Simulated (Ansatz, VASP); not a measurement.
# NiO2: VASP beside Ansatz

Contents of INCAR:

```
SYSTEM = NiO2
PREC     = Accurate       ! precision mode
ENCUT    = 520            ! plane-wave cutoff, eV
EDIFF    = 1E-7           ! SCF threshold, eV
ISMEAR   = 0              ! smearing method
SIGMA    = 0.05           ! smearing width, eV
LREAL    = .FALSE.        ! projectors in reciprocal space
LASPH    = .TRUE.         ! aspherical terms in the spheres
NELM     = 100            ! most SCF steps
ALGO     = Normal         ! electronic algorithm
ISIF     = 2              ! what is computed and relaxed
LWAVE    = .FALSE.        ! write WAVECAR
LCHARG   = .TRUE.         ! write CHGCAR
LELF     = .TRUE.         ! ELF
LVHAR    = .TRUE.       
NBANDS   = 18             ! bands
```

The input KPOINTS:

```
regular mesh
0
G
  12 12 6
  0 0 0
```

File POSCAR:

```
NiO2
1.0
    2.6872726493      0.0000000000      0.0000000000
   -1.3436363247      2.3272463812      0.0000000000
    0.0000000000      0.0000000000      4.4458238710
Ni O
1 2
Direct
    0.0000000000      0.0000000000      0.5000000000
    0.6666666667      0.3333333333      0.7067356968
    0.3333333333      0.6666666667      0.2932643032
```

Input for Ansatz:

```yaml
crystal:
  lattice:
    - [2.6872726493, 0.0, 0.0]
    - [-1.3436363247, 2.3272463812, 0.0]
    - [0.0, 0.0, 4.445823871]
  atoms:
    - { symbol: Ni, position: [0.0, 0.0, 0.5] }
    - { symbol: O, position: [0.6666666667, 0.3333333333, 0.7067356968] }
    - { symbol: O, position: [0.3333333333, 0.6666666667, 0.2932643032] }
basis:
  ecutwfc: 520.0
kpoints:
  mp_grid: { grid: [12, 12, 6] }
hamiltonian:
  xc: lda
  pseudopotentials: { kind: paw }
scf:
  occupations: { method: gaussian, width: 0.05 }
output:
  forces: true
  stress: true
  eigenvalues: true
```

Alike in both runs: task single point; functional LDA; k mesh 12 × 12 × 6; occupations gaussian, width 0.05 eV; no spin polarisation.

```csv
,VASP,Ansatz
version,VASP 6.6.1,Ansatz 0.2.0
potentials or method,"VASP PAW LDA potentials, release 64 (Ni, O), cutoff 520 eV","scalar-relativistic, plane waves, PAW"
valence electrons in the cell,22,30
```

VASP gave:

| Quantity | Value |
| --- | --- |
| gap on the k mesh at the Fermi level (eV) | 0.95 |
| least direct gap on the mesh (eV) | 1.22 |
| pressure (GPa) | 17.1 |
| traceless stress, the component that is largest in VASP (GPa) | -8.07 |
| rms of the force components (eV/Å) | 0.456 |

Question: Which values does Ansatz return?

Answer: gap on the k mesh at the Fermi level (eV): 0.99; least direct gap on the mesh (eV): 1.25; pressure (GPa): 15.7; traceless stress, the component that is largest in VASP (GPa): -7.52; rms of the force components (eV/Å): 0.400.

LDA's correlation is that of Perdew and Zunger in VASP and of Perdew and Wang (1992) in Ansatz. Atom by atom the forces differ by 0.055 eV/Å (rms over components). VASP's potentials hold 22 valence electrons a cell and Ansatz's 30, so a difference there can come from the potentials and not from the codes.
